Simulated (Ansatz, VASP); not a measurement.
# TiCo3 in VASP and in Ansatz

File INCAR:

```
PREC = Accurate ; ENCUT = 520
EDIFF = 1E-6 ; ISMEAR = -1
SIGMA = 0.05 ; LREAL = False
LASPH = True ; NELM = 150
ALGO = Normal ; ISIF = 2
LWAVE = False ; LCHARG = True
ISPIN = 2 ; MAGMOM = 0 2 2 2
LORBIT = 11 ; LMAXMIX = 4
GGA = PS ; LELF = True
LVHAR = True ; NBANDS = 32
```

Contents of KPOINTS:

```
Automatic mesh
0
Gamma
  10 10 10
```

The input POSCAR:

```
TiCo3
1.0
    3.7947537506      0.0000000000      0.0000000000
    0.0000000000      3.7947537506      0.0000000000
    0.0000000000      0.0000000000      3.7947537506
Ti Co
1 3
Direct
    0.0000000000      0.0000000000      0.0000000000
    0.0000000000      0.5000000000      0.5000000000
    0.5000000000      0.0000000000      0.5000000000
    0.5000000000      0.5000000000      0.0000000000
```

Input for Ansatz:

```yaml
crystal:
  lattice:
    - [3.7947537506, 0.0, 0.0]
    - [0.0, 3.7947537506, 0.0]
    - [0.0, 0.0, 3.7947537506]
  atoms:
    - { symbol: Ti, position: [0.0, 0.0, 0.0] }
    - { symbol: Co, position: [0.0, 0.5, 0.5], spin: 2.0 }
    - { symbol: Co, position: [0.5, 0.0, 0.5], spin: 2.0 }
    - { symbol: Co, position: [0.5, 0.5, 0.0], spin: 2.0 }
magnetization:
  spin_polarized: true
kpoints:
  mp_grid: { grid: [10, 10, 10] }
scf:
  occupations: { method: fermi_dirac, width: 0.05 }
  lower_state_search: "off"
hamiltonian:
  xc: pbesol
  pseudopotentials: { kind: paw }
output:
  forces: true
  stress: true
  eigenvalues: true
  populations: true
```

Change from the starting cell: volume scaled by 1.2, PAW files.

Alike in both runs: task single point; functional PBEsol; k mesh 10 × 10 × 10; occupations fermi-dirac, width 0.05 eV; collinear spin.

```csv
,VASP,Ansatz
version,VASP 6.6.1,Ansatz 0.2.0
potentials or method,"VASP PAW PBE potentials, release 64 (Ti_sv, Co)","PAW with Ansatz's default frozen-core files, scalar-relativistic"
plane-wave cutoff (eV),520,420
valence electrons in the cell,39,63
```

```csv
,VASP,Ansatz,Ansatz less VASP
pressure (GPa),-28.1,-28.2,-0.05
net moment per atom (μB),0.68,0.69,+0.003
size of the moment on the site where the two differ most (μB),1.20,1.22,+0.026
```

VASP's potentials were made for PBE, not for PBEsol. Site moments also hang on the region over which each program counts them. Both programs put the cell under strong tension, so it lies far from rest at this level. VASP's potentials hold 39 valence electrons a cell and Ansatz's 63, so a difference there can come from the potentials and not from the codes.
